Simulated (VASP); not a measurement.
GaAs (zincblende type):

```
Ga As
1.0
     0.00000    2.89763    2.89763
     2.89763    0.00000    2.89763
     2.89763    2.89763    0.00000
Ga As
1 1
Direct
  0.00000 0.00000 0.00000
  0.25000 0.25000 0.25000
```

```yaml
Program: VASP 6.6.1
Task: relaxation of cell and atoms
Functional: PBE
Potentials_or_basis: VASP PAW PBE potentials, release 64 (Ga_d, As)
Cutoff: 600 eV
k_mesh: 10 × 10 × 10
Occupations: fermi-dirac, width 0.02 eV
Spin: no spin polarisation
```

At the start: pressure -1.3 GPa; volume 24.33 Å³/atom.

Task: Where does the relaxation end?

Result: Over 3 steps the energy falls by 2.4 meV/atom and the volume is 23.76 Å³/atom (-2.3 %); space group F-43m (No. 216, to 0.05 Å).

Step by step:
```
step  energy change (eV)  largest force (eV/Å)  pressure (GPa)  volume (Å³)
   1              0.0000                0.0000           -1.31        48.66
   2             -0.0045                0.0000            0.32        47.27
   3             -0.0048                0.0000            0.02        47.52
```

Final structure:
```
Ga As
1.0
     0.00000    2.87483    2.87483
     2.87483    0.00000    2.87483
     2.87483    2.87483    0.00000
Ga As
1 1
Direct
  0.00000 0.00000 0.00000
  0.25000 0.25000 0.25000
```
